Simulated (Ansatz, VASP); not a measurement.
Two plane-wave programs on Sb

Contents of INCAR:

```
ALGO     = Normal         # electronic algorithm
EDIFF    = 1E-6           # SCF threshold, eV
ENCUT    = 520            # plane-wave cutoff, eV
GGA      = PS             # functional
ISIF     = 2              # what is computed and relaxed
ISMEAR   = 0              # smearing method
LASPH    = True           # aspherical terms in the spheres
LCHARG   = False          # write CHGCAR
LREAL    = False          # projectors in reciprocal space
LWAVE    = False          # write WAVECAR
NBANDS   = 8              # bands
NELM     = 60             # most SCF steps
PREC     = Accurate       # precision mode
SIGMA    = 0.15           # smearing width, eV
```

KPOINTS

```
k-points
0
Gamma
  24 24 24
```

The input POSCAR:

```
Sb
1.0
   -1.5511076683      1.5511076683      2.8015993306
    1.5511076683     -1.5511076683      2.8015993306
    1.5511076683      1.5511076683     -2.8015993306
Sb
1
Direct
    0.0000000000      0.0000000000      0.0000000000
```

Input for Ansatz:

```yaml
crystal:
  lattice:
    - [-1.5511076683, 1.5511076683, 2.8015993306]
    - [1.5511076683, -1.5511076683, 2.8015993306]
    - [1.5511076683, 1.5511076683, -2.8015993306]
  atoms:
    - { symbol: Sb, position: [0.0, 0.0, 0.0] }
basis:
  ecutwfc: 420
kpoints:
  mp_grid: { grid: [24, 24, 24] }
hamiltonian:
  xc: pbesol
scf:
  occupations: { method: gaussian, width: 0.15 }
output:
  forces: true
  stress: true
  eigenvalues: true
```

Alike in both runs: task single point; functional PBEsol; k mesh 24 × 24 × 24; occupations gaussian, width 0.15 eV; no spin polarisation.

|  | VASP | Ansatz |
| --- | --- | --- |
| version | VASP 6.6.1 | Ansatz 0.2.0 |
| potentials or method | VASP PAW PBE potentials, release 64 (Sb), cutoff 520 eV | scalar-relativistic, plane waves, PAW |
| valence electrons in the cell | 5 | 15 |

Ansatz gave:

- gap on the k mesh at the Fermi level (eV): none
- pressure (GPa): -0.5
- traceless stress, the component that is largest in VASP (GPa): -0.93

Task: Which values does VASP return?

Result: gap on the k mesh at the Fermi level (eV): none; pressure (GPa): -0.5; traceless stress, the component that is largest in VASP (GPa): -0.99.

VASP's potentials were made for PBE, not for PBEsol. A gap of «none» marks a metal or a gap that the smearing closes. VASP's potentials hold 5 valence electrons a cell and Ansatz's 15, so a difference there can come from the potentials and not from the codes.

Neither program's run includes spin-orbit coupling.
